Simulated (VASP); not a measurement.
A run of VASP 6.6.1 is set up as follows.

INCAR

```
SYSTEM = TiTe2
AGGAC = 1.0
AGGAX = 1.0
ALDAC = 0.0
ALDAX = 1.0
ALGO = Normal
EDIFF = 1E-6
EDIFFG = -0.01
ENCUT = 600
GGA = B5
IBRION = 2
ISIF = 4
ISMEAR = 0
IVDW = 12
LASPH = .True.
LCHARG = .False.
LREAL = .False.
LWAVE = .False.
NELM = 100
NSW = 60
PREC = Accurate
SIGMA = 0.05
VDW_A1 = 0.4298
VDW_A2 = 4.2359
VDW_S6 = 1.0
VDW_S8 = 2.6996
```

Contents of KPOINTS:

```
k-points
0
Gamma
  8 8 4
  0 0 0
```

Contents of POSCAR:

```
TiTe2
1.0
    3.7481337788      0.0000000000      0.0000000000
   -1.8740668894      3.2459790692      0.0000000000
    0.0000000000      0.0000000000      6.2818105970
Ti Te
1 2
Direct
    0.0000000000      0.0000000000      0.0000000000
    0.3333333333      0.6666666667      0.2708262391
    0.6666666667      0.3333333333      0.7291737609
```

Potentials or basis: VASP PAW PBE potentials, release 64 (Ti_sv, Te).

The run is started by

```sh
$ cat potpaw_PBE.64/Ti_sv/POTCAR potpaw_PBE.64/Te/POTCAR > POTCAR
$ mpirun -np 1 vasp_std > vasp.out
```

Question: What does it give for the dispersion energy per atom?

Answer: -1.215 eV.

Question: What does it give for the band gap on the k mesh?

Answer: Zero (bands 12 and 13 overlap by 0.65 eV).

Forces in eV/Å, atoms in the order of the input:
```
Ti   0.000  0.000  0.000
Te   0.000  0.000  0.009
Te   0.000  0.000 -0.009
```

Caveat: the PAW data sets were made with another functional, which shifts forces and pressure a little; spin-orbit coupling is left out, which moves the levels of the heavy elements.
